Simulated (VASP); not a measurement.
# H in VASP: further runs

The runs below take H through single point, with LDA, PBE, PBE+D3(BJ).

All numbers are computed with VASP 6.6.1; they aren't measurements. Logs are shortened: lines on timing, memory, paths and dates and some standing lists are left out, and cuts for length are marked.

### Step 1. The cell of the first run

Symmetry: Cmcm, No. 63, orthorhombic system. The conventional cell has a = 3.296 Å, b = 5.461 Å, c = 6.311 Å, α = 90.00°, β = 90.00°, γ = 90.00°. H (site symmetry m) has 1 H at 0.74 Å within 1.0 Å.

### Step 2. Single point, LDA (functional LDA, strained)

INCAR

```
PREC = Accurate ; ENCUT = 500
EDIFF = 1E-6 ; ISMEAR = 0
SIGMA = 0.02 ; LREAL = False
LASPH = True ; NELM = 120
ALGO = Normal ; ISIF = 2
LWAVE = False ; LCHARG = True
GGA = CA ; LELF = True
LVHAR = True ; NBANDS = 10
GGA_COMPAT = False
```

KPOINTS

```
Automatic mesh
0
Gamma
  8 8 4
```

POSCAR

```
H
1.0
    1.6478889326     -2.7306228716      0.0000000000
    1.6478889326      2.7306228716      0.0000000000
    0.0000000000      0.0000000000      6.3113062502
H
4
Direct
    0.5678085000      0.4321915000      0.9995149500
    0.4321915000      0.5678085000      0.0004850500
    0.4321915000      0.5678085000      0.4995149500
    0.5678085000      0.4321915000      0.5004850500
```

Potentials or basis: VASP PAW LDA potentials, release 64 (H).

Started as:

```
$ cat potpaw_LDA.64/H/POTCAR > POTCAR
$ mpirun -np 1 vasp_std > vasp.out
```

OUTCAR:

```text
PREC = Accurate
   ENCUT = 500
   EDIFF = 1E-6
   ISMEAR = 0
   LREAL = False
   LASPH = True
   NELM = 120
   ISIF = 2
   GGA = CA

 ion  position               nearest neighbor table
   1  0.568  0.432  1.000-   2 0.74
   2  0.432  0.568  0.000-   1 0.74
   3  0.432  0.568  0.500-   4 0.74
   4  0.568  0.432  0.500-   3 0.74

  LATTYP: Found a base centered orthorhombic cell.
 ALAT       =     3.2957778652
 B/A-ratio  =     1.6570430310
 C/A-ratio  =     1.9149671211

  Lattice vectors:

 A1 = (   1.6478889326,  -2.7306228716,   0.0000000000)
 A2 = (   1.6478889326,   2.7306228716,   0.0000000000)
 A3 = (   0.0000000000,   0.0000000000,   6.3113062502)

Analysis of symmetry for initial positions (statically):
=====================================================================
 Subroutine PRICEL returns:
 Original cell was already a primitive cell.

 Routine SETGRP: Setting up the symmetry group for a
 base centered orthorhombic supercell.

 Subroutine GETGRP returns: Found  8 space group operations
 (whereof  4 operations were pure point group operations)
 out of a pool of  8 trial point group operations.

The static configuration has the point symmetry C_2h.
 The point group associated with its full space group is D_2h.

Analysis of symmetry for dynamics (positions and initial velocities):
=====================================================================
 Subroutine PRICEL returns:
 Original cell was already a primitive cell.

 Routine SETGRP: Setting up the symmetry group for a
 base centered orthorhombic supercell.

 Subroutine GETGRP returns: Found  8 space group operations
 (whereof  4 operations were pure point group operations)
 out of a pool of  8 trial point group operations.

The dynamic configuration has the point symmetry C_2h.
 The point group associated with its full space group is D_2h.

 Subroutine INISYM returns: Found  8 space group operations
 (whereof  4 operations are pure point group operations),
 and found     1 'primitive' translations

----------------------------------------------------------------------------------------

                                     Primitive cell

  volume of cell :      56.7988

  direct lattice vectors                    reciprocal lattice vectors
     1.647888933 -2.730622872  0.000000000     0.303418507 -0.183108405  0.000000000
     1.647888933  2.730622872  0.000000000     0.303418507  0.183108405  0.000000000
     0.000000000  0.000000000  6.311306250     0.000000000  0.000000000  0.158445805

  length of vectors
     3.189332093  3.189332093  6.311306250     0.354388881  0.354388881  0.158445805

  position of ions in fractional coordinates (direct lattice)
     0.567808500  0.432191500  0.999514950
     0.432191500  0.567808500  0.000485050
     0.432191500  0.567808500  0.499514950
     0.567808500  0.432191500  0.500485050

  ion indices of the primitive-cell ions
   primitive index   ion index
                 1           1
                 2           2
                 3           3
                 4           4

----------------------------------------------------------------------------------------

 KPOINTS: Automatic mesh

Automatic generation of k-mesh.
 Grid dimensions read from file:
 generate k-points for:    8    8    4

 Generating k-lattice:

  Cartesian coordinates                     Fractional coordinates (reciprocal lattice)
     0.037927313 -0.022888551  0.000000000     0.125000000  0.000000000  0.000000000
     0.037927313  0.022888551  0.000000000     0.000000000  0.125000000  0.000000000
     0.000000000  0.000000000  0.039611451     0.000000000  0.000000000  0.250000000

  Length of vectors
     0.044298610  0.044298610  0.039611451

  Shift w.r.t. Gamma in fractional coordinates (k-lattice)
     0.000000000  0.000000000  0.000000000

 Subroutine IBZKPT returns following result:
 ===========================================

 Found     63 irreducible k-points:

 Following reciprocal coordinates:
            Coordinates               Weight
  0.000000  0.000000  0.000000      1.000000
  0.125000  0.000000  0.000000      4.000000
  0.250000  0.000000  0.000000      4.000000
  0.375000  0.000000  0.000000      4.000000
  0.500000  0.000000  0.000000      2.000000
  0.125000  0.125000  0.000000      2.000000
[... 16 lines left out ...]
  0.125000  0.000000  0.250000      8.000000
  0.250000  0.000000  0.250000      8.000000
 [... further k-points ...]
   k-points           NKPTS =     63   k-points in BZ     NKDIM =     63   number of bands    NBANDS=     10
   number of dos      NEDOS =    301   number of ions     NIONS =      4
   total plane-waves  NPLWV =  27648
   dimension x,y,z NGX =    24 NGY =   24 NGZ =   48
   dimension x,y,z NGXF=    48 NGYF=   48 NGZF=   96
   ions per type =               4
   NGX,Y,Z   is equivalent  to a cutoff of  12.51, 12.51, 12.64 a.u.
   NGXF,Y,Z  is equivalent  to a cutoff of  25.02, 25.02, 25.29 a.u.
 SYSTEM =  unknown system
[... 25 lines left out ...]
   EFERMI_NEDOS =   21; number of points for ismear=-14 and -15
   IALGO  =     38    algorithm
   IMIX   =      4    mixing-type and parameters
     AMIX     =   0.40;   BMIX     =  1.00
     AMIX_MAG =   1.60;   BMIX_MAG =  1.00
  volume/ion in A,a.u.               =      14.20        95.82
  Fermi-wavevector in a.u.,A,eV,Ry     =   0.676055  1.277558  6.218543  0.457050
  Thomas-Fermi vector in A             =   1.753254
   LORBIT       =      0    0 simple, 1 ext, 2 COOP (PROOUT), +10 PAW based schemes
   GGA     = CA    functional components
   LHFCALC =     F    Hartree Fock is set to
   AEXX    =    0.0000 exact exchange contribution
   IVDW    =     0    specifies the selected vdW correction
   LEPSILON=     F    determine dielectric tensor
   LRPA    =     F    only Hartree local field effects (RPA)
 non-spin polarized calculation
 Gauss-broadening in eV      SIGMA  =   0.02
  energy-cutoff  :      500.00
  volume of cell :       56.80
 maximum number of plane-waves:      1464
   NGX = 11   NGY = 11   NGZ = 23

 number of electron       3.9999998 magnetization

 Free energy of the ion-electron system (eV)
  ---------------------------------------------------
  ext. energy  EPLUGINS =         0.00000000
  ---------------------------------------------------
  free energy    TOTEN  =       -13.48701202 eV

  energy without entropy =      -13.48701202  energy(sigma->0) =      -13.48701202

 E-fermi :  -8.3701     XC(G=0):  -5.3096

 val. band max:       -8.4540843553   @ k =   0.3750   0.3750   0.0000
 cond. band min:      -0.6559974812   @ k =   0.5000   0.5000   0.0000
 fundamental gap:      7.7980868741
 Fermi energy:        -8.3701170575

 k-point     1 :       0.0000    0.0000    0.0000
  band No.  band energies     occupation
      1     -10.4937      2.00000
      2      -9.7337      2.00000
      3       0.2339      0.00000
      4       3.4298      0.00000
      5       8.0070      0.00000
      6       8.1581      0.00000
      7       9.0301      0.00000
      8       9.6330      0.00000
      9      12.2528      0.00000
     10      12.5021      0.00000

 k-point     2 :       0.1250    0.0000    0.0000
  band No.  band energies     occupation
      1     -10.3426      2.00000
      2      -9.6062      2.00000
      3       0.5226      0.00000
      4       3.0587      0.00000
      5       6.5788      0.00000
      6       7.5996      0.00000
      7       9.3976      0.00000
      8       9.9069      0.00000
      9      10.6539      0.00000
     10      12.5469      0.00000

 k-point     3 :       0.2500    0.0000    0.0000
  band No.  band energies     occupation
      1      -9.9424      2.00000
      2      -9.2747      2.00000
      3       1.3834      0.00000
      4       1.9686      0.00000
      5       4.5962      0.00000
      6       6.9150      0.00000
      7       9.0422      0.00000
      8       9.2120      0.00000
      9      10.7126      0.00000
     10      10.8928      0.00000
[... 248 lines left out ...]
 k-point    23 :       0.1250    0.0000    0.2500
  band No.  band energies     occupation
      1     -10.2471      2.00000
      2      -9.7287      2.00000
      3       0.9306      0.00000
      4       2.7774      0.00000
      5       6.5158      0.00000
      6       7.1891      0.00000
      7       8.8896      0.00000
      8       9.2285      0.00000
      9      11.6960      0.00000
     10      13.2675      0.00000

 k-point    24 :       0.2500    0.0000    0.2500
  band No.  band energies     occupation
      1      -9.8546      2.00000
      2      -9.3843      2.00000
      3       1.6426      0.00000
      4       2.0172      0.00000
      5       4.6021      0.00000
      6       6.3682      0.00000
      7       8.5405      0.00000
      8       8.9800      0.00000
      9      10.2120      0.00000
     10      10.9780      0.00000

 [... further k-points ...]

------------------------ aborting loop because EDIFF is reached ----------------------------------------

  FORCE on cell =-STRESS in cart. coord.  units (eV):
  Direction    XX          YY          ZZ          XY          YZ          ZX
  --------------------------------------------------------------------------------------
  -------------------------------------------------------------------------------------
  Total       -0.2273329      1.1574307     -0.1679918      0.0000000     -0.0000000      0.0000000
  in kB       -6.4125966     32.6487577     -4.7387057      0.0000000     -0.0000000      0.0000000
  external PRESSURE =       7.1658185 kB  Pullay stress =       0.0000000 kB

 VOLUME and BASIS-vectors are now :
 -----------------------------------------------------------------------------
  energy-cutoff  :      500.00
  volume of cell :       56.80
      direct lattice vectors                 reciprocal lattice vectors
     1.647888933 -2.730622872  0.000000000     0.303418507 -0.183108405  0.000000000
     1.647888933  2.730622872  0.000000000     0.303418507  0.183108405  0.000000000
     0.000000000  0.000000000  6.311306250     0.000000000  0.000000000  0.158445805

 POSITION                                       TOTAL-FORCE (eV/Angst)
 -----------------------------------------------------------------------------------
      1.64789     -0.37032      6.30824         0.000000     -0.992894     -0.008432
      1.64789      0.37032      0.00306         0.000000      0.992894      0.008432
      1.64789      0.37032      3.15259         0.000000      0.992894     -0.008432
      1.64789     -0.37032      3.15871         0.000000     -0.992894      0.008432
 -----------------------------------------------------------------------------------
    total drift:                                0.000000      0.000000     -0.000000

  FREE ENERGIE OF THE ION-ELECTRON SYSTEM (eV)
  ---------------------------------------------------
  free  energy   TOTEN  =       -13.4870120157 eV

  energy  without entropy=      -13.4870120157  energy(sigma->0) =      -13.48701202
```

Wall time 9 s (1 thread of Intel Xeon 6975P-C (Granite Rapids), shared host); peak memory 0.15 GiB.

Results:

```
Free energy            : -13.4870 eV
Pressure               : 0.7 GPa
Largest force          : 0.993 eV/Å
Band gap on the k mesh : 7.80 eV
```

Forces on the atoms (eV/Å):
```
H    0.000 -0.993 -0.008
H    0.000  0.993  0.008
H    0.000  0.993 -0.008
H    0.000 -0.993  0.008
```

Caveat: the cell differs from its parent crystal (functional LDA, strained). A k mesh can miss the band edges.

### Step 3. Single point, PBE (strained and its atoms moved)

INCAR

```
PREC = Accurate
ENCUT = 500
EDIFF = 1E-6
ISMEAR = 0
SIGMA = 0.02
LREAL = False
LASPH = True
NELM = 120
ALGO = Normal
ISIF = 2
LWAVE = False
LCHARG = False
GGA = PE
NBANDS = 10
GGA_COMPAT = False
```

KPOINTS

```
regular mesh
0
Gamma
  8 8 4
```

POSCAR

```
H
1.0
    1.6055051785     -2.6466780923      0.0156115967
    1.6055051785      2.6466780923      0.0156115967
    0.0597913888      0.0000000000      6.0384251705
H
4
Direct
    0.5715799431      0.4448398086      0.9927802995
    0.4366036160      0.5633437505     -0.0088626137
    0.4366562495      0.5633963840      0.5088626137
    0.5551601914      0.4284200569      0.5072197005
```

Potentials or basis: VASP PAW PBE potentials, release 64 (H).

Started as:

```
$ cat potpaw_PBE.64/H/POTCAR > POTCAR
$ mpirun -np 1 vasp_std > vasp.out
```

Run time: 9.6 s. Hardware: 1 thread of Intel Xeon 6975P-C (Granite Rapids), shared host; peak memory 0.16 GiB.

The run converged. Its results:

```
Free energy            : -13.2989 eV
Pressure               : 5.0 GPa
Largest force          : 3.507 eV/Å
Band gap on the k mesh : 8.97 eV
```

Forces in eV/Å, atoms in the order of the input:
```
H    0.138 -3.504  0.062
H   -0.138  3.504 -0.045
H    0.138  3.504  0.045
H   -0.138 -3.504 -0.062
```

Stress tensor (GPa, compression positive):
```
 0.14  0.00  0.02
 0.00 14.71  0.00
 0.02  0.00  0.15
```

Levels at points of the mesh, in eV from the valence-band top:
| k point | band 1 | band 2 | band 3 | band 4 | band 5 | band 6 |
| --- | --- | --- | --- | --- | --- | --- |
| (0.00, 0.00, 0.00) | -2.04 | -1.22 | 9.75 | 12.97 | 17.76 | 18.47 |
| (0.50, 0.00, 0.00) | -0.84 | -0.26 | 9.74 | 12.37 | 13.81 | 15.75 |
| (0.50, 0.50, 0.00) | -0.56 | -0.01 | 8.97 | 11.22 | 14.36 | 15.81 |
| (0.00, 0.00, 0.50) | -1.72 | -1.60 | 11.20 | 11.51 | 17.59 | 18.21 |
| (0.50, 0.00, 0.50) | -0.62 | -0.51 | 10.55 | 10.77 | 15.29 | 15.51 |
| (0.50, 0.50, 0.50) | -0.35 | -0.25 | 9.72 | 9.91 | 15.56 | 15.78 |

Caveat: the cell differs from its parent crystal (strained and its atoms moved); forces of over 1 eV/Å act on the atoms, so gaps and moduli don't describe the material at rest. A k mesh can miss the band edges.

### Step 4. Single point, PBE (strained and its atoms moved)

INCAR

```
  PREC = Accurate
  ENCUT = 500
  EDIFF = 1E-6
  ISMEAR = 0
  SIGMA = 0.02
  LREAL = F
  LASPH = T
  NELM = 120
  ALGO = Normal
  ISIF = 2
  LWAVE = F
  LCHARG = F
  GGA = PE
  NBANDS = 10
  GGA_COMPAT = F
```

KPOINTS

```
Automatic mesh
0
Gamma
  8 8 4
```

POSCAR

```
H
1.0
    1.7030982646     -2.8251119675      0.0000000000
    1.7030982646      2.8251119675      0.0000000000
    0.0000000000      0.0000000000      6.6209334634
H
4
Direct
    0.5676267940      0.4323732060      0.9935155305
    0.4323732060      0.5676267940      0.0035035617
    0.4323732060      0.5676267940      0.4964964383
    0.5676267940      0.4323732060      0.5064844695
```

Started as:

```
$ cat potpaw_PBE.64/H/POTCAR > POTCAR
$ mpirun -np 1 vasp_std > vasp.out
```

Run time: 8.3 s. Hardware: 1 thread of Intel Xeon 6975P-C (Granite Rapids), shared host; peak memory 0.16 GiB.

The run converged. Its results:

- Free energy: -13.5577 eV
- Pressure: -0.8 GPa
- Largest force: 0.556 eV/Å
- Band gap on the k mesh: 8.25 eV

Forces in eV/Å, atoms in the order of the input:
```
H    0.000  0.554  0.046
H    0.000 -0.554 -0.045
H    0.000 -0.554  0.045
H    0.000  0.554 -0.046
```

Stress tensor (GPa, compression positive):
```
-0.03  0.00  0.00
 0.00 -2.28  0.00
 0.00  0.00 -0.10
```

Levels at points of the mesh, in eV from the valence-band top:
```csv
k point,band 1,band 2,band 3,band 4,band 5,band 6
"(0.00, 0.00, 0.00)",-1.59,-1.04,9.21,11.83,15.93,16.13
"(0.50, 0.00, 0.00)",-0.61,-0.23,9.17,11.12,12.80,14.51
"(0.50, 0.50, 0.00)",-0.36,0.00,8.25,9.87,13.29,14.51
"(0.00, 0.00, 0.50)",-1.34,-1.32,10.45,10.49,16.00,16.07
"(0.50, 0.00, 0.50)",-0.43,-0.42,9.87,9.90,14.06,14.09
"(0.50, 0.50, 0.50)",-0.20,-0.18,8.87,8.90,14.32,14.35
```

Caveat: the cell differs from its parent crystal (strained and its atoms moved). A k mesh can miss the band edges.

### Step 5. Single point, PBE

INCAR

```
SYSTEM = H
ALGO = Normal ; EDIFF = 1E-6
ENCUT = 520 ; GGA = PE
ISIF = 2 ; ISMEAR = 0
LASPH = .True. ; LCHARG = .True.
LELF = .True. ; LREAL = .False.
LVHAR = .True. ; LWAVE = .False.
NBANDS = 10 ; NELM = 100
PREC = Accurate ; SIGMA = 0.02
```

KPOINTS

```
k-points
0
Gamma
  8 8 4
  0 0 0
```

POSCAR

```
H
1.0
    1.6485318600     -2.7316882300      0.0000000000
    1.6485318600      2.7316882300      0.0000000000
    0.0000000000      0.0000000000      6.3137686200
H
4
Direct
    0.5686197497      0.4313802503      0.9994225401
    0.4313802503      0.5686197497      0.0005774599
    0.4313802503      0.5686197497      0.4994225401
    0.5686197497      0.4313802503      0.5005774599
```

Started as:

```
$ cat potpaw_PBE.64/H/POTCAR > POTCAR
$ mpirun -np 1 vasp_std > vasp.out
```

It took 25 s on 1 thread of AMD EPYC 7R43 (Zen 3), shared host; peak memory 0.14 GiB.

It converged, with:

```yaml
Free_energy: -13.5622 eV
Pressure: 0.1 GPa
Largest_force: 0.010 eV/Å
Band_gap_on_the_k_mesh: 8.21 eV
```

Forces in eV/Å, atoms in the order of the input:
```
H    0.000  0.010  0.000
H    0.000 -0.010  0.000
H    0.000 -0.010  0.000
H    0.000  0.010  0.000
```

Stress tensor (GPa, compression positive):
```
 0.12  0.00  0.00
 0.00 -0.04  0.00
 0.00  0.00  0.08
```

Levels at points of the mesh, in eV from the valence-band top:
| k point | band 1 | band 2 | band 3 | band 4 | band 5 | band 6 |
| --- | --- | --- | --- | --- | --- | --- |
| (0.00, 0.00, 0.00) | -1.90 | -1.20 | 9.26 | 12.34 | 16.61 | 16.94 |
| (0.50, 0.00, 0.00) | -0.75 | -0.26 | 9.16 | 11.38 | 13.10 | 14.92 |
| (0.50, 0.50, 0.00) | -0.47 | 0.00 | 8.21 | 10.06 | 13.62 | 14.91 |
| (0.00, 0.00, 0.50) | -1.58 | -1.58 | 10.74 | 10.74 | 16.94 | 16.94 |
| (0.50, 0.00, 0.50) | -0.52 | -0.52 | 9.96 | 9.96 | 14.57 | 14.57 |
| (0.50, 0.50, 0.50) | -0.24 | -0.24 | 8.93 | 8.93 | 14.82 | 14.82 |

### Step 6. Single point, PBE+D3(BJ)

INCAR

```
ALGO = Normal ; EDIFF = 1E-7
ENCUT = 520 ; GGA = PE
ISIF = 2 ; ISMEAR = 0
IVDW = 12 ; LASPH = True
LCHARG = True ; LELF = True
LREAL = False ; LVHAR = True
LWAVE = False ; NBANDS = 10
NELM = 80 ; PREC = Accurate
SIGMA = 0.02
```

KPOINTS

```
k-points
0
Gamma
  8 8 4
```

POSCAR is that of step 5.

Potentials or basis: VASP PAW PBE potentials, release 64 (H).

Started as:

```
$ cat potpaw_PBE.64/H/POTCAR > POTCAR
$ mpirun -np 1 vasp_std > vasp.out
```

Wall time 25 s (1 thread of AMD EPYC 7R43 (Zen 3), shared host); peak memory 0.15 GiB.

It converged, with:

```
Free energy                : -13.6232 eV
Pressure                   : -0.1 GPa
Largest force              : 0.009 eV/Å
Band gap on the k mesh     : 8.21 eV
Dispersion energy per atom : -0.015 eV
```

Forces on the atoms (eV/Å):
```
H    0.000 -0.009  0.000
H    0.000  0.009  0.000
H    0.000  0.009  0.000
H    0.000 -0.009  0.000
```

Levels at points of the mesh, in eV from the valence-band top:
| k point | band 1 | band 2 | band 3 | band 4 | band 5 |
| --- | --- | --- | --- | --- | --- |
| (0.00, 0.00, 0.00) | -1.90 | -1.20 | 9.26 | 12.34 | 16.61 |
| (0.50, 0.00, 0.00) | -0.75 | -0.26 | 9.16 | 11.38 | 13.10 |
| (0.50, 0.50, 0.00) | -0.47 | 0.00 | 8.21 | 10.06 | 13.62 |
| (0.00, 0.00, 0.50) | -1.58 | -1.58 | 10.74 | 10.74 | 16.94 |
| (0.50, 0.00, 0.50) | -0.52 | -0.52 | 9.96 | 9.96 | 14.57 |
| (0.50, 0.50, 0.50) | -0.24 | -0.24 | 8.93 | 8.93 | 14.82 |

Caveat: three body term missing.

### Step 7. The runs side by side

| level | potentials or basis | cell | cutoff (eV) | gap on the mesh (eV) | pressure (GPa) | largest force (eV/Å) |
| --- | --- | --- | --- | --- | --- | --- |
| LDA | VASP PAW LDA potentials, release 64 (H) | a = 3.189, b = 3.189, c = 6.311 Å, angles 90.0, 90.0, 117.8°, 4 atoms | 500 | 7.80 | 0.7 | 0.99 |
| PBE | VASP PAW PBE potentials, release 64 (H) | a = 3.096, b = 3.096, c = 6.039 Å, angles 89.4, 89.4, 117.5°, 4 atoms | 500 | 8.97 | 5.0 | 3.51 |
| PBE | VASP PAW PBE potentials, release 64 (H) | a = 3.299, b = 3.299, c = 6.621 Å, angles 90.0, 90.0, 117.8°, 4 atoms | 500 | 8.25 | -0.8 | 0.56 |
| PBE | VASP PAW PBE potentials, release 64 (H) | a = 3.191, b = 3.191, c = 6.314 Å, angles 90.0, 90.0, 117.8°, 4 atoms | 520 | 8.21 | 0.1 | 0.01 |
| PBE+D3(BJ) | VASP PAW PBE potentials, release 64 (H) | a = 3.191, b = 3.191, c = 6.314 Å, angles 90.0, 90.0, 117.8°, 4 atoms | 520 | 8.21 | -0.1 | 0.01 |

Alike in all rows: task single point; no spin polarisation; k mesh 8 × 8 × 4; smearing gaussian 0.02 eV.

Caveats: forces of over 1 eV/Å act on the atoms, so gaps and moduli don't describe the material at rest (some runs); three body term missing (some runs).

Total energies depend on the potentials used, so only differences within one code and one set of settings carry meaning.
